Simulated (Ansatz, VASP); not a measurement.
## One calculation of SiO2, two programs

INCAR

```
PREC     = Accurate       # precision mode
ENCUT    = 520            # plane-wave cutoff, eV
EDIFF    = 1E-6           # SCF threshold, eV
ISMEAR   = -1             # smearing method
SIGMA    = 0.02           # smearing width, eV
LREAL    = F              # projectors in reciprocal space
LASPH    = T              # aspherical terms in the spheres
NELM     = 100            # most SCF steps
ALGO     = Normal         # electronic algorithm
ISIF     = 2              # what is computed and relaxed
LWAVE    = F              # write WAVECAR
LCHARG   = T              # write CHGCAR
GGA      = PE             # functional
LELF     = T              # ELF
LVHAR    = T            
NBANDS   = 15             # bands
```

KPOINTS

```
Automatic mesh
0
Gamma
  10 10 10
```

File POSCAR:

```
SiO2
1.0
    0.0000000000      2.2415274266      2.2614068725
    2.2415274266      0.0000000000      2.2614068725
    2.2415274266      2.2415274266      0.0000000000
Si O
1 2
Direct
    0.0000000000      0.0000000000      0.0000000000
    0.2500000000      0.2500000000      0.2500000000
    0.7500000000      0.7500000000      0.7500000000
```

Input for Ansatz:

```yaml
crystal:
  lattice:
    - [0.0, 2.2415274266, 2.2614068725]
    - [2.2415274266, 0.0, 2.2614068725]
    - [2.2415274266, 2.2415274266, 0.0]
  atoms:
    - { symbol: Si, position: [0.0, 0.0, 0.0] }
    - { symbol: O, position: [0.25, 0.25, 0.25] }
    - { symbol: O, position: [0.75, 0.75, 0.75] }
kpoints:
  mp_grid: { grid: [10, 10, 10] }
  band_path:
    path:
      - [0.0, 0.0, 0.0]
      - [0.5, 0.0, 0.5]
      - [0.625, 0.25, 0.625]
      - [0.375, 0.375, 0.75]
      - [0.5, 0.5, 0.5]
      - [0.5, 0.25, 0.75]
      - [0.0, 0.5, 0.5]
    npoints: 1
hamiltonian:
  xc: pbe
scf:
  occupations: { method: fermi_dirac, width: 0.02 }
  n_extra_bands: 4
output:
  forces: true
  stress: true
  eigenvalues: true
```

Change from the starting cell: epitaxial_xy strain -1.0%.

Alike in both runs: task single point; functional PBE; k mesh 10 × 10 × 10; occupations fermi-dirac, width 0.02 eV; no spin polarisation.

|  | VASP | Ansatz |
| --- | --- | --- |
| version | VASP 6.6.1 | Ansatz 0.2.0 |
| potentials or method | VASP PAW PBE potentials, release 64 (Si, O) | plane waves, PAW |
| plane-wave cutoff (eV) | 520 | 420 |
| valence electrons in the cell | 16 | 16 |

|  | VASP | Ansatz | Ansatz less VASP |
| --- | --- | --- | --- |
| gap on the k mesh at the Fermi level (eV) | 1.98 | 2.01 | +0.031 |
| pressure (GPa) | 17.3 | 16.9 | -0.38 |
| traceless stress, the component that is largest in VASP (GPa) | -6.61 | -6.62 | -0.009 |
